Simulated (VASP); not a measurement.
Here is a VASP 6.6.1 calculation.

INCAR

```
PREC = Accurate ; ENCUT = 520
EDIFF = 1E-7 ; ISMEAR = 0
SIGMA = 0.1 ; LREAL = F
LASPH = T ; NELM = 60
ALGO = Normal ; ISIF = 2
LWAVE = F ; LCHARG = T
LDIPOL = T ; IDIPOL = 3
DIPOL = 0.5 0.5 0.324 ; GGA = PE
LELF = T ; LVHAR = T
LVACPOTAV = T ; NBANDS = 82
```

KPOINTS

```
Automatic mesh
0
Gamma
  6 6 1
```

File POSCAR:

```
Cu12F
1.0
    5.1319544646      0.0000000000      0.0000000000
   -2.5659772323      4.4444029374      0.0000000000
    0.0000000000      0.0000000000     19.6215700548
Cu F
12 1
Direct
    0.3333333333      0.1666666667      0.2038572851
    0.3333333333      0.6666666667      0.2038572851
    0.8333333333      0.1666666667      0.2038572851
    0.8333333333      0.6666666667      0.2038572851
    0.1666666667      0.3333333333      0.3088788036
    0.1666666667      0.8333333333      0.3088788036
    0.6666666667      0.3333333333      0.3088788036
    0.6666666667      0.8333333333      0.3088788036
    0.0000000000      0.0000000000      0.4139103055
    0.0000000000      0.5000000000      0.4139103055
    0.5000000000      0.0000000000      0.4139103055
    0.5000000000      0.5000000000      0.4139103055
    0.0000000000      0.0000000000      0.5074194734
```

Potentials or basis: VASP PAW PBE potentials, release 64 (Cu, F).

Command:

```bash
$ cat potpaw_PBE.64/Cu/POTCAR potpaw_PBE.64/F/POTCAR > POTCAR
$ mpirun -np 1 vasp_std > vasp.out
```

(1) What does it give for the band gap on the k mesh?

(2) Predict the largest force.

Results:

(1) zero (an odd number of electrons rules out a gap without spin polarisation).

(2) 0.136 eV/Å.
